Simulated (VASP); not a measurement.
# Al (P-1) in VASP: notebook

Al is run at these levels: LDA; tasks: single point.

All numbers are computed with VASP 6.6.1; they aren't measurements. Logs are shortened: lines on timing, memory, paths and dates and some standing lists are left out, and cuts for length are marked.

## Step 1: The cell of the first run

The typed cell holds 1 atom: a = 2.733 Å, b = 2.779 Å, c = 2.699 Å, α = 108.46°, β = 109.56°, γ = 109.92°.

## Step 2: Single point, LDA

The input, INCAR:

```
PREC = Accurate
ENCUT = 520
EDIFF = 1E-7
ISMEAR = -1
SIGMA = 0.1
LREAL = F
LASPH = T
NELM = 60
ALGO = Normal
ISIF = 2
LWAVE = F
LCHARG = F
GGA = CA
NBANDS = 8
```

The input, KPOINTS:

```
Automatic mesh
0
Gamma
  9 8 9
```

The input, POSCAR:

```
Al
1.0
   -1.5900500000      1.5814100000      1.5626500000
    1.6357200000     -1.5751500000      1.6020600000
    1.5665200000      1.5516200000     -1.5563900000
Al
1
Direct
    0.0000000000      0.0000000000      0.0000000000
```

Potentials or basis: VASP PAW LDA potentials, release 64 (Al).

Command:

```console
cat potpaw_LDA.64/Al/POTCAR > POTCAR
mpirun -np 1 vasp_std > vasp.out
```

OUTCAR:

```text
PREC = Accurate
   ENCUT = 520
   EDIFF = 1E-7
   ISMEAR = -1
   LREAL = F
   LASPH = T
   NELM = 60
   ISIF = 2
   GGA = CA

 ion  position               nearest neighbor table
   1  0.000  0.000  0.000-

  LATTYP: Found a triclinic cell.
 ALAT       =     7.0092793274
 B/A-ratio  =     0.6341474819
 C/A-ratio  =     0.3899561347
 COS(alpha) =     0.0098099890
 COS(beta)  =     0.2672951585
 COS(gamma) =     0.9479947711

  Lattice vectors:

 A1 = (  -0.0927300000,   6.2598000000,  -3.1521900000)
 A2 = (  -0.0692000000,   3.1267700000,  -3.1584500000)
 A3 = (  -1.5900500000,   1.5814100000,   1.5626500000)

Analysis of symmetry for initial positions (statically):
=====================================================================
 Subroutine PRICEL returns:
 Original cell was already a primitive cell.

 Routine SETGRP: Setting up the symmetry group for a
 triclinic supercell.

 Subroutine GETGRP returns: Found  2 space group operations
 (whereof  2 operations were pure point group operations)
 out of a pool of  2 trial point group operations.

The static configuration has the point symmetry S_2 .

Analysis of symmetry for dynamics (positions and initial velocities):
=====================================================================
 Subroutine PRICEL returns:
 Original cell was already a primitive cell.

 Routine SETGRP: Setting up the symmetry group for a
 triclinic supercell.

 Subroutine GETGRP returns: Found  2 space group operations
 (whereof  2 operations were pure point group operations)
 out of a pool of  2 trial point group operations.

The dynamic configuration has the point symmetry S_2 .

 Subroutine INISYM returns: Found  2 space group operations
 (whereof  2 operations are pure point group operations),
 and found     1 'primitive' translations

----------------------------------------------------------------------------------------

                                     Primitive cell

  volume of cell :      15.8711

  direct lattice vectors                    reciprocal lattice vectors
    -1.590050000  1.581410000  1.562650000    -0.002157420  0.318533471  0.315385773
     1.635720000 -1.575150000  1.602060000     0.307850686  0.001689577  0.311538777
     1.566520000  1.551620000 -1.556390000     0.314718019  0.321553808 -0.005177757

  length of vectors
     2.733311474  2.779077848  2.698862606     0.448259314  0.437985512  0.449967879

  position of ions in fractional coordinates (direct lattice)
     0.000000000  0.000000000  0.000000000

  ion indices of the primitive-cell ions
   primitive index   ion index
                 1           1

----------------------------------------------------------------------------------------

 KPOINTS: Automatic mesh

Automatic generation of k-mesh.
 Grid dimensions read from file:
 generate k-points for:    9    8    9

 Generating k-lattice:

  Cartesian coordinates                     Fractional coordinates (reciprocal lattice)
    -0.000239713  0.035392608  0.035042864     0.111111111  0.000000000 -0.000000000
     0.038481336  0.000211197  0.038942347    -0.000000000  0.125000000 -0.000000000
     0.034968669  0.035728201 -0.000575306    -0.000000000  0.000000000  0.111111111

  Length of vectors
     0.049806590  0.054748189  0.049996431

  Shift w.r.t. Gamma in fractional coordinates (k-lattice)
     0.000000000  0.000000000  0.000000000

 Subroutine IBZKPT returns following result:
 ===========================================

 Found    325 irreducible k-points:

 Following reciprocal coordinates:
            Coordinates               Weight
  0.000000  0.000000  0.000000      1.000000
  0.111111  0.000000  0.000000      2.000000
  0.222222 -0.000000  0.000000      2.000000
  0.333333 -0.000000  0.000000      2.000000
  0.444444 -0.000000  0.000000      2.000000
  0.000000  0.125000 -0.000000      2.000000
[... 16 lines left out ...]
 -0.111111  0.250000  0.000000      2.000000
  0.000000  0.375000  0.000000      2.000000
 [... further k-points ...]
   k-points           NKPTS =    325   k-points in BZ     NKDIM =    325   number of bands    NBANDS=      8
   number of dos      NEDOS =    301   number of ions     NIONS =      1
   total plane-waves  NPLWV =   9600
   dimension x,y,z NGX =    20 NGY =   24 NGZ =   20
   dimension x,y,z NGXF=    40 NGYF=   48 NGZF=   40
   ions per type =               1
   NGX,Y,Z   is equivalent  to a cutoff of  12.16, 14.36, 12.32 a.u.
   NGXF,Y,Z  is equivalent  to a cutoff of  24.33, 28.71, 24.64 a.u.
 SYSTEM =  unknown system
   PREC   = accura    normal or accurate (medium, high low for compatibility)
   ISTART =      0    job   : 0-new  1-cont  2-samecut
   ICHARG =      2    charge: 1-file 2-atom 10-const
   ISPIN  =      1    spin polarized calculation?
   LNONCOLLINEAR =      F non collinear calculations
   LSORBIT =      F    spin-orbit coupling
   LASPH  =      T    aspherical Exc in radial PAW
   ENCUT  =  520.0 eV  38.22 Ry    6.18 a.u.   5.08  5.17  5.02*2*pi/ulx,y,z
   NELM   =     60;   NELMIN=  2; NELMDL= -5     # of ELM steps
   EDIFF  = 0.1E-06   stopping-criterion for ELM
   LREAL  =      F    real-space projection
   EDIFFG = 0.1E-05   stopping-criterion for IOM
   NSW    =      0    number of steps for IOM
   IBRION =     -1    ionic relax: 0-MD 1-quasi-New 2-CG
   NFREE  =      0    steps in history (QN), initial steepest desc. (CG)
   ISIF   =      2    stress and relaxation
   ISYM   =      2    0-nonsym 1-usesym 2-fastsym
   POTIM  = 0.5000    time-step for ionic-motion
   TEBEG  =    0.0;   TEEND  =   0.0 temperature during run
   PSTRESS=    0.0 pullay stress
   NELECT =       3.0000    total number of electrons
   NUPDOWN=      -1.0000    fix difference up-down
   EMIN   =  10.00;   EMAX   =-10.00  energy-range for DOS
   EFERMI =   0.00;   METHOD = LEGACY
   ISMEAR =    -1;   SIGMA  =   0.10  broadening in eV -4-tet -1-fermi 0-gaus
   EFERMI_NEDOS =   21; number of points for ismear=-14 and -15
   IALGO  =     38    algorithm
   IMIX   =      4    mixing-type and parameters
     AMIX     =   0.40;   BMIX     =  1.00
     AMIX_MAG =   1.60;   BMIX_MAG =  1.00
  volume/ion in A,a.u.               =      15.87       107.10
  Fermi-wavevector in a.u.,A,eV,Ry     =   0.939535  1.775463 12.010212  0.882726
  Thomas-Fermi vector in A             =   2.066857
   LORBIT       =      0    0 simple, 1 ext, 2 COOP (PROOUT), +10 PAW based schemes
   GGA     = CA    functional components
   LHFCALC =     F    Hartree Fock is set to
   AEXX    =    0.0000 exact exchange contribution
   IVDW    =     0    specifies the selected vdW correction
   LEPSILON=     F    determine dielectric tensor
   LRPA    =     F    only Hartree local field effects (RPA)
 non-spin polarized calculation
  energy-cutoff  :      520.00
  volume of cell :       15.87
 maximum number of plane-waves:       439
   NGX = 11   NGY = 11   NGZ =  9

 number of electron       3.0000000 magnetization

 Free energy of the ion-electron system (eV)
  ---------------------------------------------------
  ext. energy  EPLUGINS =         0.00000000
  ---------------------------------------------------
  free energy    TOTEN  =        -4.10005010 eV

  energy without entropy =       -4.08711917  energy(sigma->0) =       -4.09358464

 E-fermi :   8.1947     XC(G=0): -10.4914

 val. band max:        8.1634533466   @ k =  -0.1111   0.5000   0.3333
 cond. band min:       8.2067430721   @ k =   0.4444   0.5000   0.4444
 fundamental gap:      0.0432897254
 Fermi energy:         8.1946652265

 k-point     1 :       0.0000    0.0000    0.0000
  band No.  band energies     occupation
      1      -3.1652      2.00000
      2      21.2577      0.00000
      3      21.5051      0.00000
      4      22.0105      0.00000
      5      22.6228      0.00000
      6      23.1948      0.00000
      7      23.6495      0.00000
      8      24.6427      0.00000

 k-point     2 :       0.1111    0.0000    0.0000
  band No.  band energies     occupation
      1      -2.7992      2.00000
      2      18.4972      0.00000
      3      19.6467      0.00000
      4      20.2394      0.00000
      5      21.9864      0.00000
      6      23.1519      0.00000
      7      24.5377      0.00000
      8      25.0671      0.00000

 k-point     3 :       0.2222   -0.0000    0.0000
  band No.  band energies     occupation
      1      -1.7070      2.00000
      2      13.8239      0.00000
      3      17.9452      0.00000
      4      18.4104      0.00000
      5      20.2742      0.00000
      6      21.6936      0.00000
      7      26.0391      0.00000
      8      26.2112      0.00000

 k-point     4 :       0.3333   -0.0000    0.0000
  band No.  band energies     occupation
      1       0.0939      2.00000
      2       9.5063      0.00000
      3      16.8032      0.00000
      4      17.0656      0.00000
      5      19.0608      0.00000
      6      20.5742      0.00000
      7      27.5373      0.00000
      8      28.0353      0.00000

 k-point     5 :       0.4444   -0.0000    0.0000
  band No.  band energies     occupation
      1       2.5686      2.00000
      2       5.7587      2.00000
      3      16.2433      0.00000
      4      16.3632      0.00000
      5      18.4460      0.00000
      6      19.9660      0.00000
      7      29.1403      0.00000
      8      30.2394      0.00000

 k-point     6 :       0.0000    0.1250   -0.0000
  band No.  band energies     occupation
      1      -2.7231      2.00000
      2      17.0380      0.00000
      3      20.0038      0.00000
      4      20.3312      0.00000
      5      22.0894      0.00000
      6      23.1620      0.00000
      7      24.6112      0.00000
      8      25.5021      0.00000

 k-point     7 :       0.1111    0.1250    0.0000
  band No.  band energies     occupation
      1      -1.9585      2.00000
      2      14.9094      0.00000
      3      16.1951      0.00000
      4      19.2128      0.00000
      5      22.6236      0.00000
      6      22.7886      0.00000
      7      25.0155      0.00000
      8      25.5943      0.00000

 k-point     8 :       0.2222    0.1250    0.0000
  band No.  band energies     occupation
      1      -0.4775      2.00000
      2      11.6600      0.00000
      3      13.4387      0.00000
      4      17.8197      0.00000
      5      21.4602      0.00000
      6      23.0610      0.00000
      7      25.1589      0.00000
      8      28.3048      0.00000

 k-point     9 :       0.3333    0.1250   -0.0000
  band No.  band energies     occupation
      1       1.6954      2.00000
      2       7.6733      1.98917
      3      12.5364      0.00000
      4      16.9417      0.00000
      5      20.5665      0.00000
      6      22.6191      0.00000
      7      26.6516      0.00000
      8      30.0714      0.00000

 k-point    10 :       0.4444    0.1250    0.0000
  band No.  band energies     occupation
      1       4.0822      2.00000
      2       4.7174      2.00000
      3      12.3033      0.00000
      4      16.6679      0.00000
      5      20.2719      0.00000
      6      22.3499      0.00000
      7      28.0371      0.00000
      8      29.2812      0.00000
[... 78 lines left out ...]
 k-point    18 :       0.3333    0.2500    0.0000
  band No.  band energies     occupation
      1       4.1060      2.00000
      2       6.6410      2.00000
      3       8.4554      0.13732
      4      16.2016      0.00000
      5      22.6902      0.00000
      6      25.0246      0.00000
      7      26.4230      0.00000
      8      29.1030      0.00000

 k-point    19 :       0.4444    0.2500    0.0000
  band No.  band energies     occupation
      1       3.5622      2.00000
      2       7.3066      1.99972
      3       8.5960      0.03550
      4      16.2682      0.00000
      5      22.7261      0.00000
      6      24.2197      0.00000
      7      27.0584      0.00000
      8      28.9569      0.00000

 k-point    20 :      -0.4444    0.2500   -0.0000
  band No.  band energies     occupation
      1       1.1781      2.00000
      2       9.3166      0.00003
      3      11.1589      0.00000
      4      16.9327      0.00000
      5      22.2900      0.00000
      6      23.1916      0.00000
      7      26.5071      0.00000
      8      28.1126      0.00000

 k-point    21 :      -0.3333    0.2500   -0.0000
  band No.  band energies     occupation
      1      -0.5371      2.00000
      2      10.8191      0.00000
      3      15.3755      0.00000
      4      18.0168      0.00000
      5      20.8072      0.00000
      6      22.0625      0.00000
      7      25.2634      0.00000
      8      28.2786      0.00000

 k-point    22 :      -0.2222    0.2500    0.0000
  band No.  band energies     occupation
      1      -1.5483      2.00000
      2      12.9421      0.00000
      3      17.3238      0.00000
      4      18.8129      0.00000
      5      20.5974      0.00000
      6      21.9108      0.00000
      7      25.9030      0.00000
      8      26.6568      0.00000

 k-point    23 :      -0.1111    0.2500    0.0000
  band No.  band energies     occupation
      1      -1.8393      2.00000
      2      14.4362      0.00000
      3      15.6893      0.00000
      4      19.1223      0.00000
      5      22.5649      0.00000
      6      23.0462      0.00000
      7      25.4073      0.00000
      8      26.2028      0.00000

 k-point    24 :       0.0000    0.3750    0.0000
  band No.  band energies     occupation
      1       0.7640      2.00000
      2       7.5224      1.99760
      3      17.2426      0.00000
      4      17.3550      0.00000
      5      19.2429      0.00000
      6      20.6602      0.00000
      7      28.1032      0.00000
      8      28.7176      0.00000

 [... further k-points ...]
[... 5 lines left out ...]
  --------------------------------------------------------------------------------------
  -------------------------------------------------------------------------------------
  Total        0.2256970      0.0515891      0.2802071      0.1215286     -0.0438362      0.0295164
  in kB       22.7839625      5.2078828     28.2867176     12.2682337     -4.4252403      2.9796590
  external PRESSURE =      18.7595210 kB  Pullay stress =       0.0000000 kB

 VOLUME and BASIS-vectors are now :
 -----------------------------------------------------------------------------
  energy-cutoff  :      520.00
  volume of cell :       15.87
      direct lattice vectors                 reciprocal lattice vectors
    -1.590050000  1.581410000  1.562650000    -0.002157420  0.318533471  0.315385773
     1.635720000 -1.575150000  1.602060000     0.307850686  0.001689577  0.311538777
     1.566520000  1.551620000 -1.556390000     0.314718019  0.321553808 -0.005177757

 POSITION                                       TOTAL-FORCE (eV/Angst)
 -----------------------------------------------------------------------------------
      0.00000      0.00000      0.00000        -0.000000      0.000000      0.000000
 -----------------------------------------------------------------------------------
    total drift:                                0.000000      0.000000     -0.000000

  FREE ENERGIE OF THE ION-ELECTRON SYSTEM (eV)
  ---------------------------------------------------
  free  energy   TOTEN  =        -4.1000500991 eV

  energy  without entropy=       -4.0871191746  energy(sigma->0) =       -4.09358464
```

It took 39 s on 1 thread of Intel Xeon 8259CL, shared host; peak memory 0.14 GiB.

What came out:

```
Free energy : -4.1001 eV
Pressure    : 1.9 GPa
```

Stress tensor (GPa, compression positive):
```
 2.28  1.23  0.30
 1.23  0.52 -0.44
 0.30 -0.44  2.83
```

[end of part 1 of 2]
